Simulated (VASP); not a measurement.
# Hg: single point with PBEsol+D3(BJ)

The system is Hg.

```
CELL_PARAMETERS angstrom
3.15407 0.00000 0.00000
-1.57703 2.73150 0.00000
0.00000 0.00000 5.60140
ATOMIC_POSITIONS crystal
Hg 0.66667 0.33333 0.75000
Hg 0.33333 0.66667 0.25000
```

* Program: VASP 6.6.1
* Task: single point
* Functional: PBEsol
* Dispersion: D3(BJ)
* Potentials or basis: VASP PAW PBE potentials, release 64 (Hg)
* Cutoff: 520 eV
* k mesh: 18 × 18 × 10
* Occupations: gaussian, width 0.15 eV
* Spin: no spin polarisation
* Dipole correction: no
* Further INCAR settings: ALGO = Fast; EDIFF = 1e-06; NBANDS = 19

```
Pressure                   : -3.3 GPa
Band gap on the k mesh     : zero (bands 12 and 13 overlap by 1.95 eV)
Dispersion energy per atom : -0.413 eV
```

Stress tensor (GPa, compression positive):
```
-3.02  0.00  0.00
 0.00 -3.02  0.00
 0.00  0.00 -3.80
```

Levels at points of the mesh, in eV from the Fermi level:
```csv
k point,band 8,band 9,band 10,band 11,band 12,band 13,band 14,band 15,band 16,band 17
"(0.00, 0.00, 0.00)",-6.15,-6.15,-5.69,-5.69,-2.33,-1.73,12.10,13.73,13.77,13.77
"(0.50, 0.00, 0.00)",-5.67,-5.45,-5.40,-1.82,-1.76,2.29,2.44,3.99,6.90,7.91
"(0.00, 0.00, 0.50)",-6.37,-5.87,-5.87,-5.87,-5.87,5.19,5.19,14.01,14.01,14.66
"(0.50, 0.00, 0.50)",-5.69,-5.42,-5.42,-0.92,-0.92,-0.17,-0.17,8.81,8.81,9.75
```

Wall time 110 s on 1 thread of Oxide Virtual Turin-like Processor, with other jobs on the host, peak memory 0.26 GiB.

Caveat: the cell stands under tension; the PAW data sets were made with another functional, which shifts forces and pressure a little; spin-orbit coupling is left out, which moves the levels of the heavy elements.
